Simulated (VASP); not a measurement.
# LiF (P6_3mc) in VASP: a series of runs, part 2 of 2

VASP 6.6.1.

## (5) Single point, PBEsol (strain +0.000 along x and y, -0.080 along z)

INCAR reads:

```
  PREC = Accurate
  ENCUT = 520
  EDIFF = 1E-7
  ISMEAR = 0
  SIGMA = 0.05
  LREAL = False
  LASPH = True
  NELM = 80
  ALGO = Normal
  ISIF = 2
  LWAVE = False
  LCHARG = True
  GGA = PS
  LELF = True
  LVHAR = True
  NBANDS = 18
```

KPOINTS reads:

```
regular mesh
0
Gamma
  9 9 6
```

POSCAR reads:

```
LiF
1.0
    3.0609398175      0.0000000000      0.0000000000
   -1.5304699087      2.6508516414      0.0000000000
    0.0000000000      0.0000000000      4.4227386044
Li F
2 2
Direct
    0.3333333333      0.6666666667      0.3811542600
    0.6666666667      0.3333333333      0.8811542600
    0.3333333333      0.6666666667      0.9938437400
    0.6666666667      0.3333333333      0.4938437400
```

Potentials or basis: VASP PAW PBE potentials, release 64 (Li_sv, F).

On the command line:

```console
$ cat potpaw_PBE.64/Li_sv/POTCAR potpaw_PBE.64/F/POTCAR > POTCAR
$ mpirun -np 1 vasp_std > vasp.out
```

OUTCAR:

```text
PREC = Accurate
   ENCUT = 520
   EDIFF = 1E-7
   ISMEAR = 0
   LREAL = False
   LASPH = True
   NELM = 80
   ISIF = 2
   GGA = PS

 ion  position               nearest neighbor table
   1  0.333  0.667  0.381-   3 1.71   4 1.84   4 1.84   4 1.84
   2  0.667  0.333  0.881-   4 1.71   3 1.84   3 1.84   3 1.84
   3  0.333  0.667  0.994-   1 1.71   2 1.84   2 1.84   2 1.84
   4  0.667  0.333  0.494-   2 1.71   1 1.84   1 1.84   1 1.84

  LATTYP: Found a hexagonal cell.
 ALAT       =     3.0609398175
[... 697 lines left out ...]
     17      17.4843      0.00000
     18      20.1971      0.00000

 [... further k-points ...]
[... 5 lines left out ...]
  --------------------------------------------------------------------------------------
  -------------------------------------------------------------------------------------
  Total        0.9728923      0.9728923      3.4429103      0.0000000     -0.0000000      0.0000000
  in kB       43.4354034     43.4354034    153.7109488      0.0000000     -0.0000000      0.0000000
  external PRESSURE =      80.1939185 kB  Pullay stress =       0.0000000 kB

 VOLUME and BASIS-vectors are now :
 -----------------------------------------------------------------------------
  energy-cutoff  :      520.00
  volume of cell :       35.89
      direct lattice vectors                 reciprocal lattice vectors
     3.060939817  0.000000000  0.000000000     0.326697047  0.188618628  0.000000000
    -1.530469909  2.650851641  0.000000000     0.000000000  0.377237256  0.000000000
     0.000000000  0.000000000  4.422738604     0.000000000  0.000000000  0.226104251

 POSITION                                       TOTAL-FORCE (eV/Angst)
 -----------------------------------------------------------------------------------
     -0.00000      1.76723      1.68575         0.000000     -0.000000      0.651575
      1.53047      0.88362      3.89711        -0.000000      0.000000      0.651575
     -0.00000      1.76723      4.39551         0.000000     -0.000000     -0.651575
      1.53047      0.88362      2.18414        -0.000000     -0.000000     -0.651575
 -----------------------------------------------------------------------------------
    total drift:                                0.000001      0.000001      0.001612

  FREE ENERGIE OF THE ION-ELECTRON SYSTEM (eV)
  ---------------------------------------------------
  free  energy   TOTEN  =       -19.4464055854 eV

  energy  without entropy=      -19.4464055854  energy(sigma->0) =      -19.44640559
```

OSZICAR:

```text
N       E                     dE             d eps       ncg     rms          rms(c)
DAV:   1     0.120030529004E+03    0.12003E+03   -0.11011E+04  1736   0.123E+03
DAV:   2    -0.107026901937E+02   -0.13073E+03   -0.12794E+03  2004   0.305E+02
DAV:   3    -0.206094187665E+02   -0.99067E+01   -0.98480E+01  3144   0.623E+01
DAV:   4    -0.206988219982E+02   -0.89403E-01   -0.89280E-01  2084   0.761E+00
DAV:   5    -0.206999915573E+02   -0.11696E-02   -0.11693E-02  2332   0.673E-01    0.678E+00
DAV:   6    -0.194126973294E+02    0.12873E+01   -0.31982E+00  1810   0.141E+01    0.218E+00
DAV:   7    -0.194225328070E+02   -0.98355E-02   -0.11133E-01  2028   0.245E+00    0.143E+00
DAV:   8    -0.194468422971E+02   -0.24309E-01   -0.51049E-02  2094   0.222E+00    0.340E-01
DAV:   9    -0.194458048870E+02    0.10374E-02   -0.63703E-03  2202   0.691E-01    0.951E-02
DAV:  10    -0.194464085589E+02   -0.60367E-03   -0.77986E-04  1900   0.217E-01    0.304E-02
DAV:  11    -0.194464038510E+02    0.47079E-05   -0.43337E-05  2312   0.627E-02    0.607E-03
DAV:  12    -0.194464056545E+02   -0.18035E-05   -0.41152E-06  1900   0.183E-02    0.256E-03
DAV:  13    -0.194464055854E+02    0.69082E-07   -0.33644E-07  2218   0.529E-03
   1 F= -.19446406E+02 E0= -.19446406E+02  d E =-.101763E-23
```

stdout:

```text
POSCAR found type information on POSCAR LiF
 POSCAR found :  2 types and       4 ions
 scaLAPACK will be used
 -----------------------------------------------------------------------------
|                                                                             |
|                                                                             |
|     You enforced a specific xc type in the INCAR file but a different       |
|     I HOPE YOU KNOW WHAT YOU ARE DOING!                                     |
|                                                                             |
 -----------------------------------------------------------------------------

 LDA part: xc-table for (Slater+PW92), standard interpolation
 POSCAR, INCAR and KPOINTS ok, starting setup
 FFT: planning ... GRIDC
 FFT: planning ... GRID_SOFT
 FFT: planning ... GRID
 WAVECAR not read
 entering main loop
```

Wall time 38 s (1 thread of Intel Xeon 8259CL, shared host); peak memory 0.16 GiB.

Results:

* Free energy: -19.4464 eV
* Largest force: 0.652 eV/Å
* Band gap on the k mesh: 8.08 eV, direct

Forces on the atoms (eV/Å):
```
Li   0.000  0.000  0.652
Li   0.000  0.000  0.652
F    0.000  0.000 -0.652
F    0.000  0.000 -0.652
```

Levels at points of the mesh, in eV from the valence-band top:
| k point | band 6 | band 7 | band 8 | band 9 | band 10 | band 11 | band 12 | band 13 | band 14 | band 15 |
| --- | --- | --- | --- | --- | --- | --- | --- | --- | --- | --- |
| (0.00, 0.00, 0.00) | -0.77 | -0.77 | -0.26 | -0.26 | 0.00 | 8.08 | 13.00 | 16.51 | 18.44 | 18.44 |
| (0.00, 0.00, 0.50) | -1.32 | -0.52 | -0.52 | -0.52 | -0.52 | 9.96 | 9.96 | 18.72 | 18.72 | 18.72 |

Caveat: the cell differs from its parent crystal (strain +0.000 along x and y, -0.080 along z); the cutoff is under 1.25 times the usual one of these potentials, so pressure, stress and relaxed cells hold a basis-set (Pulay) error; the PAW data sets were made with another functional, which shifts forces and pressure a little. A k mesh can miss the band edges.

## (6) Single point, PBEsol (strain -0.040 along x and y, +0.000 along z)

INCAR reads:

```
SYSTEM = LiF
PREC     = Accurate       ! precision mode
ENCUT    = 520            ! plane-wave cutoff, eV
EDIFF    = 1E-6           ! SCF threshold, eV
ISMEAR   = 0              ! smearing method
SIGMA    = 0.05           ! smearing width, eV
LREAL    = .False.        ! projectors in reciprocal space
LASPH    = .True.         ! aspherical terms in the spheres
NELM     = 60             ! most SCF steps
ALGO     = Normal         ! electronic algorithm
ISIF     = 2              ! what is computed and relaxed
LWAVE    = .False.        ! write WAVECAR
LCHARG   = .False.        ! write CHGCAR
GGA      = PS             ! functional
NBANDS   = 18             ! bands
```

KPOINTS reads:

```
Automatic mesh
0
Gamma
  9 9 6
  0 0 0
```

POSCAR reads:

```
LiF
1.0
    2.9385022248      0.0000000000      0.0000000000
   -1.4692511124      2.5448175758      0.0000000000
    0.0000000000      0.0000000000      4.8073245700
Li F
2 2
Direct
    0.3333333333      0.6666666667      0.3811542600
    0.6666666667      0.3333333333      0.8811542600
    0.3333333333      0.6666666667      0.9938437400
    0.6666666667      0.3333333333      0.4938437400
```

Potentials or basis: VASP PAW PBE potentials, release 64 (Li_sv, F).

On the command line:

```console
$ cat potpaw_PBE.64/Li_sv/POTCAR potpaw_PBE.64/F/POTCAR > POTCAR
$ mpirun -np 1 vasp_std > vasp.out
```

OUTCAR:

```text
SYSTEM = LiF
   PREC = Accurate
   ENCUT = 520
   EDIFF = 1E-6
   ISMEAR = 0
   LREAL = .False.
   LASPH = .True.
   NELM = 60
   ISIF = 2
   GGA = PS

 ion  position               nearest neighbor table
   1  0.333  0.667  0.381-   4 1.78   4 1.78   4 1.78   3 1.86
   2  0.667  0.333  0.881-   3 1.78   3 1.78   3 1.78   4 1.86
   3  0.333  0.667  0.994-   2 1.78   2 1.78   2 1.78   1 1.86
   4  0.667  0.333  0.494-   1 1.78   1 1.78   1 1.78   2 1.86

  LATTYP: Found a hexagonal cell.
 ALAT       =     2.9385022248
 C/A-ratio  =     1.6359778561

  Lattice vectors:

 A1 = (   2.9385022248,   0.0000000000,   0.0000000000)
 A2 = (  -1.4692511124,   2.5448175758,   0.0000000000)
 A3 = (   0.0000000000,   0.0000000000,   4.8073245700)

Analysis of symmetry for initial positions (statically):
=====================================================================
 Subroutine PRICEL returns:
 Original cell was already a primitive cell.

 Routine SETGRP: Setting up the symmetry group for a
 hexagonal supercell.

 Subroutine GETGRP returns: Found 12 space group operations
 (whereof  6 operations were pure point group operations)
 out of a pool of 24 trial point group operations.

The static configuration has the point symmetry C_3v.
 The point group associated with its full space group is C_6v.

Analysis of symmetry for dynamics (positions and initial velocities):
=====================================================================
 Subroutine PRICEL returns:
 Original cell was already a primitive cell.

 Routine SETGRP: Setting up the symmetry group for a
 hexagonal supercell.

 Subroutine GETGRP returns: Found 12 space group operations
 (whereof  6 operations were pure point group operations)
 out of a pool of 24 trial point group operations.

The dynamic configuration has the point symmetry C_3v.
 The point group associated with its full space group is C_6v.

[... 116 lines left out ...]
   EFERMI =   0.00;   METHOD = LEGACY
   ISMEAR =     0;   SIGMA  =   0.05  broadening in eV -4-tet -1-fermi 0-gaus
   EFERMI_NEDOS =   21; number of points for ismear=-14 and -15
   IALGO  =     38    algorithm
   IMIX   =      4    mixing-type and parameters
     AMIX     =   0.40;   BMIX     =  1.00
     AMIX_MAG =   1.60;   BMIX_MAG =  1.00
  volume/ion in A,a.u.               =       8.99        60.65
  Fermi-wavevector in a.u.,A,eV,Ry     =   1.346448  2.544417 24.666289  1.812921
  Thomas-Fermi vector in A             =   2.474279
   LORBIT       =      0    0 simple, 1 ext, 2 COOP (PROOUT), +10 PAW based schemes
   GGA     = PS    functional components
   LHFCALC =     F    Hartree Fock is set to
   AEXX    =    0.0000 exact exchange contribution
   IVDW    =     0    specifies the selected vdW correction
   LEPSILON=     F    determine dielectric tensor
   LRPA    =     F    only Hartree local field effects (RPA)
 non-spin polarized calculation
 Gauss-broadening in eV      SIGMA  =   0.05
  energy-cutoff  :      520.00
  volume of cell :       35.95
 maximum number of plane-waves:       990
 NGX is ok and might be reduce to    24
   NGX = 11   NGY = 11   NGZ = 17

 number of electron      20.0000020 magnetization

 Free energy of the ion-electron system (eV)
  ---------------------------------------------------
  ext. energy  EPLUGINS =         0.00000000
  ---------------------------------------------------
  free energy    TOTEN  =       -19.48628705 eV

  energy without entropy =      -19.48628705  energy(sigma->0) =      -19.48628705

 E-fermi :  -1.8242     XC(G=0):  -9.5002

 val. band max:       -2.1151242909   @ k =   0.0000   0.0000   0.0000
 cond. band min:       6.1140856643   @ k =   0.0000   0.0000   0.0000
 fundamental gap:      8.2292099552
 Fermi energy:        -1.8241795884

 k-point     1 :       0.0000    0.0000    0.0000
  band No.  band energies     occupation
      1     -41.5753      2.00000
      2     -41.5145      2.00000
      3     -21.5466      2.00000
      4     -21.2995      2.00000
      5      -4.5660      2.00000
      6      -2.5145      2.00000
[... 481 lines left out ...]
      5      -4.3895      2.00000
      6      -3.4374      2.00000
[... 10 lines left out ...]
     17      17.1709      0.00000
     18      20.4469      0.00000

 [... further k-points ...]
[... 5 lines left out ...]
  --------------------------------------------------------------------------------------
  -------------------------------------------------------------------------------------
  Total        2.2076518      2.2076518      0.7920691      0.0000000      0.0000000      0.0000000
  in kB       98.3909228     98.3909228     35.3010430      0.0000000      0.0000000      0.0000000
  external PRESSURE =      77.3609628 kB  Pullay stress =       0.0000000 kB

 VOLUME and BASIS-vectors are now :
 -----------------------------------------------------------------------------
  energy-cutoff  :      520.00
  volume of cell :       35.95
      direct lattice vectors                 reciprocal lattice vectors
     2.938502225  0.000000000  0.000000000     0.340309424  0.196477738  0.000000000
    -1.469251112  2.544817576  0.000000000     0.000000000  0.392955475  0.000000000
     0.000000000  0.000000000  4.807324570     0.000000000  0.000000000  0.208015911

 POSITION                                       TOTAL-FORCE (eV/Angst)
 -----------------------------------------------------------------------------------
     -0.00000      1.69655      1.83233        -0.000000      0.000000     -0.214217
      1.46925      0.84827      4.23599         0.000000      0.000000     -0.214217
     -0.00000      1.69655      4.77773        -0.000000     -0.000000      0.214217
      1.46925      0.84827      2.37407         0.000000      0.000000      0.214217
 -----------------------------------------------------------------------------------
    total drift:                                0.000000      0.000000     -0.003048

  FREE ENERGIE OF THE ION-ELECTRON SYSTEM (eV)
  ---------------------------------------------------
  free  energy   TOTEN  =       -19.4862870455 eV

  energy  without entropy=      -19.4862870455  energy(sigma->0) =      -19.48628705
```

Wall time 38 s (1 thread of Intel Xeon 8259CL, shared host); peak memory 0.16 GiB.

What came out:

| Quantity | Value |
| --- | --- |
| Free energy | -19.4863 eV |
| Largest force | 0.214 eV/Å |
| Band gap on the k mesh | 8.23 eV, direct |

Forces in eV/Å, atoms in the order of the input:
```
Li   0.000  0.000 -0.214
Li   0.000  0.000 -0.214
F    0.000  0.000  0.214
F    0.000  0.000  0.214
```

Caveat: the cell differs from its parent crystal (strain -0.040 along x and y, +0.000 along z); the cutoff is under 1.25 times the usual one of these potentials, so pressure, stress and relaxed cells hold a basis-set (Pulay) error; the PAW data sets were made with another functional, which shifts forces and pressure a little.

## (7) Summary

```tsv
cell	gap on the mesh (eV)	largest force (eV/Å)
a = 2.939, b = 2.939, c = 4.423 Å, angles 90.0, 90.0, 120.0°, 4 atoms	8.61	0.42
a = 2.939, b = 2.939, c = 4.615 Å, angles 90.0, 90.0, 120.0°, 4 atoms	8.42	0.02
a = 2.816, b = 2.816, c = 5.192 Å, angles 90.0, 90.0, 120.0°, 4 atoms	8.10	0.68
a = 3.061, b = 3.061, c = 4.423 Å, angles 90.0, 90.0, 120.0°, 4 atoms	8.08	0.65
a = 2.939, b = 2.939, c = 4.807 Å, angles 90.0, 90.0, 120.0°, 4 atoms	8.23	0.21
```

Alike in all rows: task single point; level PBEsol; potentials or basis VASP PAW PBE potentials, release 64 (Li_sv, F); no spin polarisation; k mesh 9 × 9 × 6; cutoff (eV) 520; smearing gaussian 0.05 eV.

Caveats: the cutoff is under 1.25 times the usual one of these potentials, so pressure, stress and relaxed cells hold a basis-set (Pulay) error; the PAW data sets were made with another functional, which shifts forces and pressure a little.

Absolute energies hang on the potentials; compare differences alone.
